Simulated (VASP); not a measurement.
# O: single point with PBE

O:

```
O
1.0
    -2.39449    0.00000    3.64705
     0.00000   -3.32483    0.00000
     3.30831    0.00000    3.64705
O
4
Cartesian
  -0.2274 0.0000 0.5674
  0.2295 -1.6624 4.2144
  1.1412 0.0000 6.7267
  0.6843 -1.6624 3.0797
```

```
Program                : VASP 6.6.1
Task                   : single point
Functional             : PBE
Potentials or basis    : VASP PAW PBE potentials, release 64 (O)
Cutoff                 : 520 eV
k mesh                 : 6 × 8 × 5
Occupations            : fermi-dirac, width 0.05 eV
Spin                   : collinear spin, antiferromagnetic start
Starting moments       : [0.6, -0.6, -0.6, 0.6] μB
Dipole correction      : no
Further INCAR settings : ALGO = Normal; EDIFF = 1e-07; NBANDS = 24
```

| Item | Value |
| --- | --- |
| Pressure | -0.2 GPa |
| Largest force | 0.855 eV/Å |
| Band gap on the k mesh | zero (filled and empty bands overlap) |
| Net moment | 0.00 μB per cell |
| Valence electrons inside the program's atomic spheres | O 4.89 |

Forces in eV/Å, atoms in the order of the input:
```
O   -0.163  0.000  0.840
O   -0.163  0.000  0.840
O    0.163  0.000 -0.840
O    0.163  0.000 -0.840
```

Stress tensor (GPa, compression positive):
```
 0.71  0.00 -0.82
 0.00 -3.21  0.00
-0.82  0.00  1.83
```

Levels at points of the mesh, in eV from the Fermi level:
Spin up:
```
           k point  band 10  band 11  band 12  band 13  band 14  band 15
(0.00, 0.00, 0.00)    -6.22    -0.09    -0.02     0.18     0.37     6.73
(0.50, 0.00, 0.00)    -6.41    -0.10    -0.10     0.20     0.20     6.95
(0.00, 0.50, 0.00)    -6.68    -0.21    -0.21     0.02     0.02     9.45
(0.50, 0.50, 0.00)    -6.52    -0.57    -0.57     0.14     0.14     8.38
```
Spin down:
```csv
k point,band 10,band 11,band 12,band 13,band 14,band 15
"(0.00, 0.00, 0.00)",-6.22,-0.09,-0.02,0.18,0.37,6.73
"(0.50, 0.00, 0.00)",-6.41,-0.10,-0.10,0.20,0.20,6.95
"(0.00, 0.50, 0.00)",-6.68,-0.21,-0.21,0.02,0.02,9.45
"(0.50, 0.50, 0.00)",-6.52,-0.57,-0.57,0.14,0.14,8.38
```

It took 2.4 min on 1 thread of Intel(R) Xeon(R) Platinum 8488C (Sapphire Rapids) (shared host), peak memory 0.31 GiB.

Caveat: the standard files for N, O and F lose accuracy on very short bonds; the stress differs along the axes, from -3 to 2 GPa; this functional lacks dispersion, which holds the molecules together, so the pressure and a relaxed volume are unreliable.
